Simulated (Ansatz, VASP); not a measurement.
## One calculation of Cu, two programs

```
CELL_PARAMETERS angstrom
2.53050 0.00000 0.00000
-1.26525 2.19148 0.00000
0.00000 0.00000 4.12986
ATOMIC_POSITIONS crystal
Cu 0.33333 0.66667 0.25000
Cu 0.66667 0.33333 0.75000
```

Alike in both runs: task single point; functional r2SCAN; k mesh 24 × 24 × 12; occupations gaussian, width 0.1 eV; no spin polarisation.

|  | VASP | Ansatz |
| --- | --- | --- |
| version | VASP 6.6.1 | Ansatz 0.2.0 |
| potentials or method | VASP PAW PBE potentials, release 64 (Cu), cutoff 520 eV | scalar-relativistic, plane waves, PAW |
| valence electrons in the cell | 22 | 38 |

|  | VASP | Ansatz | Ansatz less VASP |
| --- | --- | --- | --- |
| gap on the k mesh at the Fermi level (eV) | none | none | - |
| pressure (GPa) | 0.7 | 0.0 | -0.73 |
| traceless stress, the component that is largest in VASP (GPa) | 0.56 | 0.53 | -0.028 |

VASP's potentials were made for PBE, not for r2SCAN. A gap of «none» marks a metal or a gap that the smearing closes. VASP's potentials hold 22 valence electrons a cell and Ansatz's 38, so a difference there can come from the potentials and not from the codes.
